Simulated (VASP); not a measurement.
# ZrB2 (P6/mmm) in VASP: a series of runs

ZrB2 is run at these levels: PBE; tasks: relaxation of shape and atoms at fixed volume.

Program: VASP 6.6.1. These are calculated values, not measurements. Logs are shortened: lines on timing, memory, paths and dates and some standing lists are left out, and cuts for length are marked.

### Step 1. The cell of the first run

It takes space group P6/mmm (No. 191, hexagonal). Conventional cell: a = 3.044 Å, b = 3.044 Å, c = 3.383 Å, α = 90.00°, β = 90.00°, γ = 120.00°. Zr (site symmetry 6/mmm) has 12 B at 2.44 Å and 6 Zr at 3.04 Å within 3.2 Å. B (site symmetry -6m2) has 3 B at 1.76 Å within 2.3 Å.

### Step 2. Relaxation of shape and atoms at fixed volume, PBE (9.05 Å³/atom)

The input, INCAR:

```
ALGO = Normal
EDIFF = 1E-7
EDIFFG = -0.01
ENCUT = 600
GGA = PE
IBRION = 2
ISIF = 4
ISMEAR = 0
LASPH = T
LCHARG = F
LREAL = F
LWAVE = F
NELM = 60
NSW = 50
PREC = Accurate
SIGMA = 0.1
```

The input, KPOINTS:

```
k-points
0
Gamma
  15 15 12
```

The input, POSCAR:

```
ZrB2
1.0
    3.0439363046      0.0000000000      0.0000000000
   -1.5219681523      2.6361261673      0.0000000000
    0.0000000000      0.0000000000      3.3832534968
Zr B
1 2
Direct
    0.0000000000      0.0000000000      0.0000000000
    0.3333333333      0.6666666667      0.5000000000
    0.6666666667      0.3333333333      0.5000000000
```

Potentials or basis: VASP PAW PBE potentials, release 64 (Zr_sv, B).

Launch:

```console
> cat potpaw_PBE.64/Zr_sv/POTCAR potpaw_PBE.64/B/POTCAR > POTCAR
> mpirun -np 1 vasp_std > vasp.out
```

OUTCAR:

```text
EDIFF = 1E-7
   EDIFFG = -0.01
   ENCUT = 600
   GGA = PE
   IBRION = 2
   ISIF = 4
   ISMEAR = 0
   LASPH = T
   LREAL = F
   NELM = 60
   NSW = 50
   PREC = Accurate

 ion  position               nearest neighbor table
   1  0.000  0.000  0.000-   2 2.44   3 2.44   2 2.44   3 2.44   3 2.44   3 2.44   2 2.44   2 2.44
                             3 2.44   3 2.44   2 2.44   2 2.44
   2  0.333  0.667  0.500-   3 1.76   3 1.76   3 1.76   1 2.44   1 2.44   1 2.44   1 2.44   1 2.44
                             1 2.44
   3  0.667  0.333  0.500-   2 1.76   2 1.76   2 1.76   1 2.44   1 2.44   1 2.44   1 2.44   1 2.44
                             1 2.44

  LATTYP: Found a hexagonal cell.
 ALAT       =     3.0439363046
 C/A-ratio  =     1.1114731579

  Lattice vectors:

 A1 = (   3.0439363046,   0.0000000000,   0.0000000000)
 A2 = (  -1.5219681523,   2.6361261673,   0.0000000000)
 A3 = (   0.0000000000,   0.0000000000,   3.3832534968)

Analysis of symmetry for initial positions (statically):
=====================================================================
 Subroutine PRICEL returns:
 Original cell was already a primitive cell.

 Routine SETGRP: Setting up the symmetry group for a
 hexagonal supercell.

 Subroutine GETGRP returns: Found 24 space group operations
 (whereof 24 operations were pure point group operations)
 out of a pool of 24 trial point group operations.

The static configuration has the point symmetry D_6h.

Analysis of symmetry for dynamics (positions and initial velocities):
=====================================================================
 Subroutine PRICEL returns:
 Original cell was already a primitive cell.

 Routine SETGRP: Setting up the symmetry group for a
 hexagonal supercell.

 Subroutine GETGRP returns: Found 24 space group operations
 (whereof 24 operations were pure point group operations)
 out of a pool of 24 trial point group operations.

The dynamic configuration has the point symmetry D_6h.

 Subroutine INISYM returns: Found 24 space group operations
 (whereof 24 operations are pure point group operations),
 and found     1 'primitive' translations

----------------------------------------------------------------------------------------

                                     Primitive cell

  volume of cell :      27.1479

  direct lattice vectors                    reciprocal lattice vectors
     3.043936305  0.000000000  0.000000000     0.328521986  0.189672257  0.000000000
    -1.521968152  2.636126167  0.000000000     0.000000000  0.379344514  0.000000000
     0.000000000  0.000000000  3.383253497     0.000000000  0.000000000  0.295573477

  length of vectors
     3.043936305  3.043936305  3.383253497     0.379344514  0.379344514  0.295573477

  position of ions in fractional coordinates (direct lattice)
     0.000000000  0.000000000  0.000000000
     0.333333333  0.666666667  0.500000000
     0.666666667  0.333333333  0.500000000

  ion indices of the primitive-cell ions
   primitive index   ion index
                 1           1
                 2           2
                 3           3

----------------------------------------------------------------------------------------

 KPOINTS: k-points

Automatic generation of k-mesh.
 Grid dimensions read from file:
 generate k-points for:   15   15   12

 Generating k-lattice:

  Cartesian coordinates                     Fractional coordinates (reciprocal lattice)
     0.021901466  0.012644817  0.000000000     0.066666667  0.000000000  0.000000000
     0.000000000  0.025289634  0.000000000     0.000000000  0.066666667  0.000000000
     0.000000000  0.000000000  0.024631123     0.000000000  0.000000000  0.083333333

  Length of vectors
     0.025289634  0.025289634  0.024631123

[... 70 lines left out ...]
   IALGO  =     38    algorithm
   IMIX   =      4    mixing-type and parameters
     AMIX     =   0.40;   BMIX     =  1.00
     AMIX_MAG =   1.60;   BMIX_MAG =  1.00
  volume/ion in A,a.u.               =       9.05        61.07
  Fermi-wavevector in a.u.,A,eV,Ry     =   1.427535  2.697651 27.726734  2.037857
  Thomas-Fermi vector in A             =   2.547694
   LORBIT       =      0    0 simple, 1 ext, 2 COOP (PROOUT), +10 PAW based schemes
   GGA     = PE    functional components
   LHFCALC =     F    Hartree Fock is set to
   AEXX    =    0.0000 exact exchange contribution
   IVDW    =     0    specifies the selected vdW correction
   LEPSILON=     F    determine dielectric tensor
   LRPA    =     F    only Hartree local field effects (RPA)
 conjugate gradient relaxation of ions
 non-spin polarized calculation
 Gauss-broadening in eV      SIGMA  =   0.10
  energy-cutoff  :      600.00
  volume of cell :       27.15
 maximum number of plane-waves:       928
   NGX = 13   NGY = 13   NGZ = 13

--------------------------------------- Ionic step        1  -------------------------------------------

 number of electron      18.0000000 magnetization

 Free energy of the ion-electron system (eV)
  ---------------------------------------------------
  ext. energy  EPLUGINS =         0.00000000
  ---------------------------------------------------
  free energy    TOTEN  =       -24.56815509 eV

  energy without entropy =      -24.56718881  energy(sigma->0) =      -24.56767195

------------------------ aborting loop because EDIFF is reached ----------------------------------------

  FORCE on cell =-STRESS in cart. coord.  units (eV):
  Direction    XX          YY          ZZ          XY          YZ          ZX
  --------------------------------------------------------------------------------------
  -------------------------------------------------------------------------------------
  Total        6.6839506      6.6839506      6.6133847     -0.0000000     -0.0000000      0.0000000
  in kB      394.4641369    394.4641369    390.2995746     -0.0000000     -0.0000000      0.0000000
  external PRESSURE =     393.0759495 kB  Pullay stress =       0.0000000 kB

 VOLUME and BASIS-vectors are now :
 -----------------------------------------------------------------------------
  energy-cutoff  :      600.00
  volume of cell :       27.15
      direct lattice vectors                 reciprocal lattice vectors
     3.043936305  0.000000000  0.000000000     0.328521986  0.189672257  0.000000000
    -1.521968152  2.636126167  0.000000000     0.000000000  0.379344514  0.000000000
     0.000000000  0.000000000  3.383253497     0.000000000  0.000000000  0.295573477

 POSITION                                       TOTAL-FORCE (eV/Angst)
 -----------------------------------------------------------------------------------
      0.00000      0.00000      0.00000         0.000000      0.000000      0.000000
     -0.00000      1.75742      1.69163        -0.000000      0.000000     -0.000000
      1.52197      0.87871      1.69163         0.000000     -0.000000      0.000000
 -----------------------------------------------------------------------------------
    total drift:                               -0.000000      0.000000      0.000000

  FREE ENERGIE OF THE ION-ELECTRON SYSTEM (eV)
  ---------------------------------------------------
  free  energy   TOTEN  =       -24.5681550903 eV

  energy  without entropy=      -24.5671888117  energy(sigma->0) =      -24.56767195

--------------------------------------- Ionic step        2  -------------------------------------------

 number of electron      18.0000000 magnetization

 Free energy of the ion-electron system (eV)
  ---------------------------------------------------
  ext. energy  EPLUGINS =         0.00000000
  ---------------------------------------------------
  free energy    TOTEN  =       -24.56817823 eV

  energy without entropy =      -24.56721158  energy(sigma->0) =      -24.56769491

 E-fermi :  11.9445     XC(G=0): -13.0395

 val. band max:       11.8977423485   @ k =   0.0667   0.0667   0.4167
 cond. band min:      11.9642426252   @ k =   0.4000   0.1333   0.0000
 fundamental gap:      0.0665002768
 Fermi energy:        11.9445168213

 k-point     1 :       0.0000    0.0000    0.0000
  band No.  band energies     occupation
      1     -36.2750      2.00000
      2     -14.5384      2.00000
      3     -13.7710      2.00000
      4     -13.7710      2.00000
      5      -1.3210      2.00000
      6       9.0407      2.00000
      7       9.0407      2.00000
      8       9.0915      2.00000
      9       9.7472      2.00000
     10      15.9524      0.00000
     11      15.9524      0.00000
     12      16.8308      0.00000
     13      16.8308      0.00000
[... 354 lines left out ...]
  band No.  band energies     occupation
      1     -36.0662      2.00000
      2     -15.0060      2.00000
      3     -14.4111      2.00000
      4     -14.2417      2.00000
      5       3.1884      2.00000
      6       3.6761      2.00000
      7       6.1427      2.00000
      8       8.2107      2.00000
      9      10.8481      2.00000
     10      11.6673      1.99991
     11      15.1032      0.00000
     12      16.7267      0.00000
     13      19.2258      0.00000

 [... further k-points ...]

------------------------ aborting loop because EDIFF is reached ----------------------------------------

  FORCE on cell =-STRESS in cart. coord.  units (eV):
  Direction    XX          YY          ZZ          XY          YZ          ZX
  --------------------------------------------------------------------------------------
  -------------------------------------------------------------------------------------
  Total        6.6561619      6.6561619      6.6634153      0.0000000     -0.0000000      0.0000000
  in kB      392.8241364    392.8241365    393.2522089      0.0000000     -0.0000000      0.0000000
  external PRESSURE =     392.9668273 kB  Pullay stress =       0.0000000 kB

 VOLUME and BASIS-vectors are now :
 -----------------------------------------------------------------------------
  energy-cutoff  :      600.00
  volume of cell :       27.15
      direct lattice vectors                 reciprocal lattice vectors
     3.045088122  0.000000000  0.000000000     0.328397721  0.189600513  0.000000000
    -1.522544061  2.637123671  0.000000000     0.000000000  0.379201025  0.000000000
     0.000000000 -0.000000000  3.380694521     0.000000000 -0.000000000  0.295797208

 POSITION                                       TOTAL-FORCE (eV/Angst)
 -----------------------------------------------------------------------------------
      0.00000     -0.00000      0.00000        -0.000000      0.000000     -0.000000
     -0.00000      1.75808      1.69035        -0.000000     -0.000000      0.000000
      1.52254      0.87904      1.69035         0.000000      0.000000     -0.000000
 -----------------------------------------------------------------------------------
    total drift:                               -0.000000      0.000000     -0.000000

  FREE ENERGIE OF THE ION-ELECTRON SYSTEM (eV)
  ---------------------------------------------------
  free  energy   TOTEN  =       -24.5681782303 eV

  energy  without entropy=      -24.5672115831  energy(sigma->0) =      -24.56769491

 reached required accuracy - stopping structural energy minimisation
```

Run time: 2 min. Hardware: 1 thread of Intel Xeon 8259CL, shared host; peak memory 0.22 GiB.

Results:

- Free energy: -24.5682 eV
- Energy gained by relaxing: 0.0 meV/atom
- Ionic steps: 2
- Pressure after relaxing: 39.3 GPa
- Band gap on the k mesh: zero (bands 9 and 10 overlap by 1.13 eV)

Final structure:
```yaml
crystal:
  lattice:
    - [3.04509, 0.00000, 0.00000]
    - [-1.52254, 2.63712, 0.00000]
    - [0.00000, 0.00000, 3.38069]
  atoms:
    - { symbol: Zr, position: [0.00000, 0.00000, 0.00000] }
    - { symbol: B, position: [0.33333, 0.66667, 0.50000] }
    - { symbol: B, position: [0.66667, 0.33333, 0.50000] }
```

Levels at points of the mesh, in eV from the Fermi level:
```csv
k point,band 5,band 6,band 7,band 8,band 9,band 10,band 11,band 12,band 13
"(0.00, 0.00, 0.00)",-13.27,-2.90,-2.90,-2.85,-2.20,4.01,4.01,4.89,4.89
"(0.00, 0.00, 0.50)",-10.67,-7.25,-1.02,-1.02,0.34,0.34,0.90,0.90,2.23
```

### Step 3. Relaxation of shape and atoms at fixed volume, PBE (9.36 Å³/atom)

This run uses another cell than the first one, of 9.36 Å³/atom.

The input, INCAR:

```
PREC     = Accurate       # precision mode
ENCUT    = 600            # plane-wave cutoff, eV
EDIFF    = 1E-7           # SCF threshold, eV
ISMEAR   = 0              # smearing method
SIGMA    = 0.1            # smearing width, eV
LREAL    = False          # projectors in reciprocal space
LASPH    = True           # aspherical terms in the spheres
NELM     = 80             # most SCF steps
ALGO     = Normal         # electronic algorithm
ISIF     = 4              # what is computed and relaxed
LWAVE    = False          # write WAVECAR
LCHARG   = False          # write CHGCAR
GGA      = PE             # functional
IBRION   = 2              # ionic algorithm
NSW      = 50             # ionic steps
EDIFFG   = -0.01          # ionic threshold
```

The input, KPOINTS:

```
Automatic mesh
0
Gamma
  15 15 12
```

The input, POSCAR:

```
ZrB2
1.0
    3.0766228359      0.0000000000      0.0000000000
   -1.5383114179      2.6644335338      0.0000000000
    0.0000000000      0.0000000000      3.4246473886
Zr B
1 2
Direct
    0.0000000000      0.0000000000      0.0000000000
    0.3333333333      0.6666666667      0.5000000000
    0.6666666667      0.3333333333      0.5000000000
```

Potentials or basis: VASP PAW PBE potentials, release 64 (Zr_sv, B).

Launch:

```console
> cat potpaw_PBE.64/Zr_sv/POTCAR potpaw_PBE.64/B/POTCAR > POTCAR
> mpirun -np 1 vasp_std > vasp.out
```

Run time: 2.7 min. Hardware: 1 thread of Intel Xeon 8259CL, shared host; peak memory 0.23 GiB.

Results (log left out):

```
Free energy               : -24.7600 eV
Energy gained by relaxing : 0.0 meV/atom
Ionic steps               : 2
Pressure after relaxing   : 27.2 GPa
Band gap on the k mesh    : zero (bands 9 and 10 overlap by 1.09 eV)
```

Final structure:
```yaml
crystal:
  lattice:
    - [3.07806, 0.00000, 0.00000]
    - [-1.53903, 2.66568, 0.00000]
    - [0.00000, 0.00000, 3.42146]
  atoms:
    - { symbol: Zr, position: [0.00000, 0.00000, 0.00000] }
    - { symbol: B, position: [0.33333, 0.66667, 0.50000] }
    - { symbol: B, position: [0.66667, 0.33333, 0.50000] }
```

Levels at points of the mesh, in eV from the Fermi level:
```csv
k point,band 5,band 6,band 7,band 8,band 9,band 10,band 11,band 12,band 13
"(0.00, 0.00, 0.00)",-13.13,-2.83,-2.83,-2.78,-2.25,3.84,3.84,4.69,4.69
"(0.00, 0.00, 0.50)",-10.70,-7.18,-1.01,-1.01,0.34,0.34,0.87,0.87,2.12
```

The gap in the log of VASP goes by the Fermi energy; the results here count the filled bands.